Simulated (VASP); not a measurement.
Here is a VASP 6.6.1 calculation.

The input INCAR:

```
SYSTEM = SnO
PREC = Accurate
ENCUT = 520
EDIFF = 1E-6
ISMEAR = -1
SIGMA = 0.06122561905347299
LREAL = .FALSE.
LASPH = .TRUE.
NELM = 100
ALGO = Normal
ISIF = 2
LWAVE = .FALSE.
LCHARG = .FALSE.
GGA = PE
NBANDS = 17
```

The input KPOINTS:

```
Automatic mesh
0
G
  19 19 19
  0 0 0
```

File POSCAR:

```
SnO
1.0
    0.0000000000      2.5591736873      2.5591736873
    2.5591736873      0.0000000000      2.5591736873
    2.5591736873      2.5591736873      0.0000000000
Sn O
1 1
Direct
    0.0000000000      0.0000000000      0.0000000000
    0.5000000000      0.5000000000      0.5000000000
```

Potentials or basis: VASP PAW PBE potentials, release 64 (Sn_d, O).

Run with:

```sh
$ cat potpaw_PBE.64/Sn_d/POTCAR potpaw_PBE.64/O/POTCAR > POTCAR
$ mpirun -np 1 vasp_std > vasp.out
```

Q: Estimate the band gap on the k mesh.

A: 0.15 eV.

Q: What does it give for the pressure?

A: -0.1 GPa.

Caveat: semilocal functionals underestimate gaps, and a narrow one can read as zero; spin-orbit coupling is left out, which moves the levels of the heavy elements; an odd mesh through Γ misses points on the zone boundary, where band edges can lie.
